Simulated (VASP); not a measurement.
# Ir (Immm) in VASP: notebook

The runs below take Ir through single point, with PBE.

All numbers are computed with VASP 6.6.1; they aren't measurements. Logs are shortened: lines on timing, memory, paths and dates and some standing lists are left out, and cuts for length are marked.

## Step 1: The cell of the first run

It takes space group Immm (No. 71, orthorhombic). The conventional cell has a = 2.545 Å, b = 2.928 Å, c = 4.016 Å, α = 90.00°, β = 90.00°, γ = 90.00°. Within 3.4 Å of Ir (site symmetry mmm) lie 12 Ir at 2.55 to 2.93 Å.

## Step 2: Single point, PBE (engineering shear strain xy -0.1400, normal strain along z +0.0375)

Input file INCAR:

```
ALGO = Fast
EDIFF = 1E-6
ENCUT = 520
GGA = PE
ISIF = 2
ISMEAR = 0
LASPH = True
LCHARG = True
LELF = True
LREAL = False
LVHAR = True
LWAVE = False
NBANDS = 10
NELM = 80
PREC = Accurate
SIGMA = 0.15
```

Input file KPOINTS:

```
k-points
0
Gamma
  20 20 20
```

Input file POSCAR:

```
Ir
1.0
   -0.1354627122      1.9351816027      2.0077509128
    1.9351816027     -0.1354627122      2.0077509128
    1.7997188905      1.7997188905      0.0000000000
Ir
1
Direct
    0.0000000000      0.0000000000      0.0000000000
```

Potentials or basis: VASP PAW PBE potentials, release 64 (Ir).

Command:

```console
$ cat potpaw_PBE.64/Ir/POTCAR > POTCAR
$ mpirun -np 1 vasp_std > vasp.out
```

OUTCAR:

```text
EDIFF = 1E-6
   ENCUT = 520
   GGA = PE
   ISIF = 2
   ISMEAR = 0
   LASPH = True
   LREAL = False
   NELM = 80
   PREC = Accurate

 ion  position               nearest neighbor table
   1  0.000  0.000  0.000-

  LATTYP: Found a body centered orthorhombic cell.
 ALAT       =     2.5451868634
 B/A-ratio  =     1.1505376344
 C/A-ratio  =     1.5776844849

  Lattice vectors:

 A1 = (   0.1354627122,  -1.9351816027,  -2.0077509128)
 A2 = (  -0.1354627122,   1.9351816027,  -2.0077509128)
 A3 = (   1.9351816027,  -0.1354627122,   2.0077509128)

Analysis of symmetry for initial positions (statically):
=====================================================================
 Subroutine PRICEL returns:
 Original cell was already a primitive cell.

 Routine SETGRP: Setting up the symmetry group for a
 body centered orthorhombic supercell.

 Subroutine GETGRP returns: Found  8 space group operations
 (whereof  8 operations were pure point group operations)
 out of a pool of  8 trial point group operations.

The static configuration has the point symmetry D_2h.

Analysis of symmetry for dynamics (positions and initial velocities):
=====================================================================
 Subroutine PRICEL returns:
 Original cell was already a primitive cell.

 Routine SETGRP: Setting up the symmetry group for a
 body centered orthorhombic supercell.

 Subroutine GETGRP returns: Found  8 space group operations
 (whereof  8 operations were pure point group operations)
 out of a pool of  8 trial point group operations.

The dynamic configuration has the point symmetry D_2h.

 Subroutine INISYM returns: Found  8 space group operations
 (whereof  8 operations are pure point group operations),
 and found     1 'primitive' translations

----------------------------------------------------------------------------------------

                                     Primitive cell

  volume of cell :      14.9641

  direct lattice vectors                    reciprocal lattice vectors
    -0.135462712  1.935181603  2.007750913    -0.241470733  0.241470733  0.249034876
     1.935181603 -0.135462712  2.007750913     0.241470733 -0.241470733  0.249034876
     1.799718890  1.799718890  0.000000000     0.277821166  0.277821166 -0.249034876

  length of vectors
     2.791834829  2.791834829  2.545186863     0.422651865  0.422651865  0.465174773

  position of ions in fractional coordinates (direct lattice)
     0.000000000  0.000000000  0.000000000

  ion indices of the primitive-cell ions
   primitive index   ion index
                 1           1

----------------------------------------------------------------------------------------

 KPOINTS: k-points

Automatic generation of k-mesh.
 Grid dimensions read from file:
 generate k-points for:   20   20   20

 Generating k-lattice:

  Cartesian coordinates                     Fractional coordinates (reciprocal lattice)
    -0.012073537  0.012073537  0.012451744     0.050000000  0.000000000  0.000000000
     0.012073537 -0.012073537  0.012451744     0.000000000  0.050000000  0.000000000
     0.013891058  0.013891058 -0.012451744    -0.000000000 -0.000000000  0.050000000

  Length of vectors
     0.021132593  0.021132593  0.023258739

  Shift w.r.t. Gamma in fractional coordinates (k-lattice)
     0.000000000  0.000000000  0.000000000

 Subroutine IBZKPT returns following result:
 ===========================================

 Found   1166 irreducible k-points:

 Following reciprocal coordinates:
            Coordinates               Weight
  0.000000  0.000000  0.000000      1.000000
  0.050000 -0.000000  0.000000      4.000000
  0.100000 -0.000000  0.000000      4.000000
  0.150000 -0.000000  0.000000      4.000000
  0.200000 -0.000000  0.000000      4.000000
  0.250000 -0.000000  0.000000      4.000000
[... 16 lines left out ...]
 -0.400000  0.050000  0.000000      4.000000
 -0.350000  0.050000  0.000000      4.000000
 [... further k-points ...]
   k-points           NKPTS =   1166   k-points in BZ     NKDIM =   1166   number of bands    NBANDS=     10
   number of dos      NEDOS =    301   number of ions     NIONS =      1
   total plane-waves  NPLWV =  11520
   dimension x,y,z NGX =    24 NGY =   24 NGZ =   20
   dimension x,y,z NGXF=    48 NGYF=   48 NGZF=   40
   ions per type =               1
   NGX,Y,Z   is equivalent  to a cutoff of  14.29, 14.29, 13.06 a.u.
   NGXF,Y,Z  is equivalent  to a cutoff of  28.58, 28.58, 26.13 a.u.
 SYSTEM =  unknown system
   PREC   = accura    normal or accurate (medium, high low for compatibility)
   ISTART =      0    job   : 0-new  1-cont  2-samecut
   ICHARG =      2    charge: 1-file 2-atom 10-const
   ISPIN  =      1    spin polarized calculation?
   LNONCOLLINEAR =      F non collinear calculations
   LSORBIT =      F    spin-orbit coupling
   LASPH  =      T    aspherical Exc in radial PAW
   ENCUT  =  520.0 eV  38.22 Ry    6.18 a.u.   5.19  5.19  4.73*2*pi/ulx,y,z
   NELM   =     80;   NELMIN=  2; NELMDL= -5     # of ELM steps
   EDIFF  = 0.1E-05   stopping-criterion for ELM
   LREAL  =      F    real-space projection
   EDIFFG = 0.1E-04   stopping-criterion for IOM
   NSW    =      0    number of steps for IOM
   IBRION =     -1    ionic relax: 0-MD 1-quasi-New 2-CG
   NFREE  =      0    steps in history (QN), initial steepest desc. (CG)
   ISIF   =      2    stress and relaxation
   ISYM   =      2    0-nonsym 1-usesym 2-fastsym
   POTIM  = 0.5000    time-step for ionic-motion
   TEBEG  =    0.0;   TEEND  =   0.0 temperature during run
   PSTRESS=    0.0 pullay stress
   NELECT =       9.0000    total number of electrons
   NUPDOWN=      -1.0000    fix difference up-down
   EMIN   =  10.00;   EMAX   =-10.00  energy-range for DOS
   EFERMI =   0.00;   METHOD = LEGACY
   ISMEAR =     0;   SIGMA  =   0.15  broadening in eV -4-tet -1-fermi 0-gaus
   EFERMI_NEDOS =   21; number of points for ismear=-14 and -15
   IALGO  =     68    algorithm
   IMIX   =      4    mixing-type and parameters
     AMIX     =   0.40;   BMIX     =  1.00
     AMIX_MAG =   1.60;   BMIX_MAG =  1.00
  volume/ion in A,a.u.               =      14.96       100.98
  Fermi-wavevector in a.u.,A,eV,Ry     =   1.381886  2.611387 25.981820  1.909610
  Thomas-Fermi vector in A             =   2.506629
   LORBIT       =      0    0 simple, 1 ext, 2 COOP (PROOUT), +10 PAW based schemes
   GGA     = PE    functional components
   LHFCALC =     F    Hartree Fock is set to
   AEXX    =    0.0000 exact exchange contribution
   IVDW    =     0    specifies the selected vdW correction
   LEPSILON=     F    determine dielectric tensor
   LRPA    =     F    only Hartree local field effects (RPA)
 non-spin polarized calculation
 RMM-DIIS sequential band-by-band and
 Gauss-broadening in eV      SIGMA  =   0.15
  energy-cutoff  :      520.00
  volume of cell :       14.96
 maximum number of plane-waves:       415
 NGX is ok and might be reduce to    24
   NGX = 11   NGY = 11   NGZ =  9

 number of electron       9.0000000 magnetization

 Free energy of the ion-electron system (eV)
  ---------------------------------------------------
  ext. energy  EPLUGINS =         0.00000000
  ---------------------------------------------------
  free energy    TOTEN  =        -8.59375399 eV

  energy without entropy =       -8.58111494  energy(sigma->0) =       -8.58743447

 E-fermi :   9.4027     XC(G=0): -13.6359

 val. band max:        9.3979065652   @ k =   0.4500   0.3500   0.1500
 cond. band min:       9.4042273474   @ k =  -0.4000   0.4500   0.1000
 fundamental gap:      0.0063207822
 Fermi energy:         9.4027081080

 k-point     1 :       0.0000    0.0000    0.0000
  band No.  band energies     occupation
      1      -1.0622      2.00000
      2       5.0276      2.00000
      3       5.1315      2.00000
      4       7.1871      2.00000
      5       8.3219      2.00000
      6       8.8636      2.00000
      7      23.6104      0.00000
      8      27.3752      0.00000
      9      28.8288      0.00000
     10      32.0817      0.00000

 k-point     2 :       0.0500   -0.0000    0.0000
  band No.  band energies     occupation
      1      -0.9698      2.00000
      2       5.0136      2.00000
      3       5.1368      2.00000
      4       7.2227      2.00000
      5       8.3078      2.00000
      6       8.8537      2.00000
      7      23.7405      0.00000
      8      27.0925      0.00000
      9      28.8366      0.00000
     10      32.2137      0.00000

 k-point     3 :       0.1000   -0.0000    0.0000
  band No.  band energies     occupation
      1      -0.7004      2.00000
      2       4.9573      2.00000
      3       5.1703      2.00000
      4       7.3175      2.00000
      5       8.2805      2.00000
      6       8.8374      2.00000
      7      24.0749      0.00000
      8      26.2589      0.00000
      9      29.1381      0.00000
     10      32.6013      0.00000

 k-point     4 :       0.1500   -0.0000    0.0000
  band No.  band energies     occupation
      1      -0.2797      2.00000
      2       4.8842      2.00000
      3       5.2186      2.00000
      4       7.4320      2.00000
      5       8.2798      2.00000
      6       8.8562      2.00000
      7      24.2304      0.00000
      8      25.4034      0.00000
      9      29.7876      0.00000
     10      33.2175      0.00000

 k-point     5 :       0.2000   -0.0000    0.0000
  band No.  band energies     occupation
      1       0.2411      2.00000
      2       4.8544      2.00000
      3       5.2538      2.00000
      4       7.5046      2.00000
      5       8.3523      2.00000
      6       8.9717      1.99995
      7      23.2409      0.00000
      8      25.4681      0.00000
      9      30.6489      0.00000
     10      33.7537      0.00000

 k-point     6 :       0.2500   -0.0000    0.0000
  band No.  band energies     occupation
      1       0.7761      2.00000
      2       4.9209      2.00000
      3       5.2958      2.00000
      4       7.4962      2.00000
      5       8.5256      2.00000
      6       9.2172      1.91976
      7      21.7639      0.00000
      8      25.5542      0.00000
      9      31.5502      0.00000
     10      33.1063      0.00000
[... 183 lines left out ...]
 k-point    21 :       0.5000    0.0500    0.0000
  band No.  band energies     occupation
      1       1.7531      2.00000
      2       4.7593      2.00000
      3       7.2336      2.00000
      4       7.7610      2.00000
      5      10.1044      0.00000
      6      10.5691      0.00000
      7      15.2540      0.00000
      8      23.8486      0.00000
      9      28.5249      0.00000
     10      31.3285      0.00000

 k-point    22 :      -0.4500    0.0500    0.0000
  band No.  band energies     occupation
      1       1.7513      2.00000
      2       4.7578      2.00000
      3       7.2350      2.00000
      4       7.7642      2.00000
      5       9.9785      0.00000
      6      10.4641      0.00000
      7      15.4745      0.00000
      8      23.8737      0.00000
      9      28.4191      0.00000
     10      31.6377      0.00000

 k-point    23 :      -0.4000    0.0500    0.0000
  band No.  band energies     occupation
      1       1.7212      2.00000
      2       4.7979      2.00000
      3       7.1886      2.00000
      4       7.2763      2.00000
      5       9.7288      0.00211
      6      10.2127      0.00000
      7      16.5119      0.00000
      8      24.1203      0.00000
      9      28.6761      0.00000
     10      32.3710      0.00000

 k-point    24 :      -0.3500    0.0500    0.0000
  band No.  band energies     occupation
      1       1.6255      2.00000
      2       4.8689      2.00000
      3       6.3546      2.00000
      4       7.3517      2.00000
      5       9.4783      0.47577
      6       9.8590      0.00002
      7      17.9694      0.00000
      8      24.5359      0.00000
      9      29.2500      0.00000
     10      33.4871      0.00000

 [... further k-points ...]
[... 5 lines left out ...]
  --------------------------------------------------------------------------------------
  -------------------------------------------------------------------------------------
  Total        0.5804676      0.5804676     -1.6271277      3.2663074      0.0000000      0.0000000
  in kB       62.1496350     62.1496350   -174.2136614    349.7177111      0.0000000      0.0000000
  external PRESSURE =     -16.6381305 kB  Pullay stress =       0.0000000 kB

 VOLUME and BASIS-vectors are now :
 -----------------------------------------------------------------------------
  energy-cutoff  :      520.00
  volume of cell :       14.96
      direct lattice vectors                 reciprocal lattice vectors
    -0.135462712  1.935181603  2.007750913    -0.241470733  0.241470733  0.249034876
     1.935181603 -0.135462712  2.007750913     0.241470733 -0.241470733  0.249034876
     1.799718890  1.799718890  0.000000000     0.277821166  0.277821166 -0.249034876

 POSITION                                       TOTAL-FORCE (eV/Angst)
 -----------------------------------------------------------------------------------
      0.00000      0.00000      0.00000        -0.000000      0.000000     -0.000000
 -----------------------------------------------------------------------------------
    total drift:                                0.000000      0.000000     -0.000000

  FREE ENERGIE OF THE ION-ELECTRON SYSTEM (eV)
  ---------------------------------------------------
  free  energy   TOTEN  =        -8.5937539882 eV

  energy  without entropy=       -8.5811149421  energy(sigma->0) =       -8.58743447
```

Wall time 2.1 min (1 thread of Intel Xeon Platinum 8488C (Sapphire Rapids), shared host); peak memory 0.29 GiB.

What came out:

```
Free energy            : -8.5938 eV
Pressure               : -1.7 GPa
Band gap on the k mesh : zero (an odd number of electrons rules out a gap without spin polarisation)
```

Stress tensor (GPa, compression positive):
```
  6.21  34.97   0.00
 34.97   6.21   0.00
  0.00   0.00 -17.42
```

Caveat: the cell differs from its parent crystal (engineering shear strain xy -0.1400, normal strain along z +0.0375); spin-orbit coupling is left out, which moves the levels of the heavy elements.

## Step 3: Single point, PBE (engineering shear strain xy -0.1050, normal strain along z +0.0375)

Input file INCAR:

```
SYSTEM = Ir
PREC = Accurate
ENCUT = 520
EDIFF = 1E-7
ISMEAR = 0
SIGMA = 0.15
LREAL = .False.
LASPH = .True.
NELM = 80
ALGO = Fast
ISIF = 2
LWAVE = .False.
LCHARG = .False.
GGA = PE
NBANDS = 10
```

Input file KPOINTS:

```
regular mesh
0
Gamma
  20 20 20
  0 0 0
```

Input file POSCAR:

```
Ir
1.0
   -0.1015970341      1.9351816027      2.0077509128
    1.9351816027     -0.1015970341      2.0077509128
    1.8335845686      1.8335845686      0.0000000000
Ir
1
Direct
    0.0000000000      0.0000000000      0.0000000000
```

Potentials or basis: VASP PAW PBE potentials, release 64 (Ir).

Command:

```console
$ cat potpaw_PBE.64/Ir/POTCAR > POTCAR
$ mpirun -np 1 vasp_std > vasp.out
```

Run time: 3.4 min. Hardware: 1 thread of Intel Xeon Platinum 8488C (Sapphire Rapids), shared host; peak memory 0.3 GiB.

Results (log left out):

```
Free energy            : -8.6951 eV
Pressure               : -5.8 GPa
Band gap on the k mesh : zero (an odd number of electrons rules out a gap without spin polarisation)
```

Stress tensor (GPa, compression positive):
```
  0.36  26.32   0.00
 26.32   0.36   0.00
  0.00   0.00 -18.04
```

Levels at points of the mesh, in eV from the Fermi level:
```tsv
k point	band 2	band 3	band 4	band 5	band 6	band 7
(0.00, 0.00, 0.00)	-4.13	-4.06	-2.52	-1.19	-0.64	14.32
(0.50, 0.00, 0.00)	-4.41	-2.53	-1.02	0.41	1.04	6.01
(0.50, 0.50, 0.00)	-6.69	0.94	1.27	1.35	1.40	9.12
(0.00, 0.00, 0.50)	-4.10	-3.27	0.01	0.45	1.34	7.77
(0.50, 0.00, 0.50)	-6.69	0.55	1.06	1.78	2.11	10.37
```

Caveat: the cell differs from its parent crystal (engineering shear strain xy -0.1050, normal strain along z +0.0375); the cell stands under tension; spin-orbit coupling is left out, which moves the levels of the heavy elements.
